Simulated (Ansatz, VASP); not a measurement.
## Two plane-wave programs on BaZrO3

```
CELL_PARAMETERS angstrom
4.28765 0.00000 0.00000
0.00000 4.28765 0.00000
0.00000 0.00000 4.28765
ATOMIC_POSITIONS crystal
Ba 0.00000 0.00000 0.00000
Zr 0.50000 0.50000 0.50000
O 0.00000 0.50000 0.50000
O 0.50000 0.00000 0.50000
O 0.50000 0.50000 0.00000
```

Alike in both runs: task single point; functional r2SCAN; k mesh 6 × 6 × 6; occupations gaussian, width 0.02 eV; no spin polarisation.

|  | VASP | Ansatz |
| --- | --- | --- |
| version | VASP 6.6.1 | Ansatz 0.2.0 |
| potentials or method | VASP PAW PBE potentials, release 64 (Ba_sv, Zr_sv, O), cutoff 520 eV | scalar-relativistic, plane waves, PAW |
| valence electrons in the cell | 40 | 40 |

|  | VASP | Ansatz | Ansatz less VASP |
| --- | --- | --- | --- |
| gap on the k mesh at the Fermi level (eV) | 3.53 | 3.57 | +0.045 |
| least direct gap on the mesh (eV) | 3.83 | 3.86 | +0.022 |
| pressure (GPa) | -7.6 | -8.4 | -0.80 |

VASP's potentials were made for PBE, not for r2SCAN. With one functional, cell and mesh, what is left measures potentials, basis and numerics.

Neither program's run includes spin-orbit coupling.
